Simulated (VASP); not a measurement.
Write the native input for VASP 6.6.1 that does the following.

```
Task                   : electric field gradients
Functional             : PBE
Potentials or basis    : VASP PAW PBE potentials, release 64 (Au)
Cutoff                 : 520 eV
k mesh                 : 14 × 14 × 8
Occupations            : fermi-dirac, width 0.03 eV
Spin                   : no spin polarisation
Dipole correction      : no
Further INCAR settings : ALGO = Normal; EDIFF = 1e-08; NBANDS = 18
```

The structure of Au lies in POSCAR:

```
Au
1.0
    2.8714263008      0.0000000000      0.0000000000
   -1.4357131504      2.4867281216      0.0000000000
    0.0000000000      0.0000000000      4.9776000000
Au
2
Direct
    0.3333333333      0.6666666667      0.7500000000
    0.6666666667      0.3333333333      0.2500000000
```

This cell differs from its parent crystal: z stretched by +2 % at fixed volume.

These files were run (other wordings do the same):

INCAR

```
SYSTEM = Au
PREC = Accurate
ENCUT = 520
EDIFF = 1E-8
ISMEAR = -1
SIGMA = 0.03
LREAL = .False.
LASPH = .True.
NELM = 100
ALGO = Normal
ISIF = 2
LWAVE = .False.
LCHARG = .False.
GGA = PE
LEFG = .True.
NBANDS = 18
```

KPOINTS

```
regular mesh
0
Gamma
  14 14 8
  0 0 0
```

Potentials or basis: VASP PAW PBE potentials, release 64 (Au).

Command:

```console
$ cat potpaw_PBE.64/Au/POTCAR > POTCAR
$ mpirun -np 1 vasp_std > vasp.out
```

Results of the run:

The pressure is 2.1 GPa and the band gap on the k mesh is zero (band 11 reaches 12.67 eV, above the bottom of band 12 at 6.22 eV).

Caveat: without QUAD_EFG the Cq values of the log hold for a quadrupole moment of 1 mb, not for the nuclei; spin-orbit coupling is left out, which moves the levels of the heavy elements.

Run time: 48 s on 1 thread of Intel Xeon 6975P-C (shared host), peak memory 0.21 GiB.
